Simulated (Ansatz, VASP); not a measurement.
**One calculation of TiB2, two programs**

```
Ti B
1.0
     2.99441    0.00000    0.00000
    -1.49720    2.59323    0.00000
     0.00000    0.00000    3.15964
Ti B
1 2
Direct
  0.00000 0.00000 0.00000
  0.33333 0.66667 0.50000
  0.66667 0.33333 0.50000
```

Alike in both runs: functional LDA; k mesh 13 × 13 × 10; occupations fermi-dirac, width 0.15 eV; no spin polarisation.

Ansatz relaxed the structure, and its values are those at the end. VASP's run is a single point on that final structure, the one shown.

```csv
,VASP,Ansatz
version,VASP 6.6.1,Ansatz 0.2.0
potentials or method,"VASP PAW LDA potentials, release 64 (Ti_sv, B)","plane waves, PAW"
plane-wave cutoff (eV),520,420
valence electrons in the cell,18,18
```

VASP gave:

| Item | Value |
| --- | --- |
| pressure (GPa) | 0.6 |

Problem. Estimate Ansatz's values.

Solution. Pressure (GPa): 0.0.

LDA's correlation is that of Perdew and Zunger in VASP and of Perdew and Wang (1992) in Ansatz.
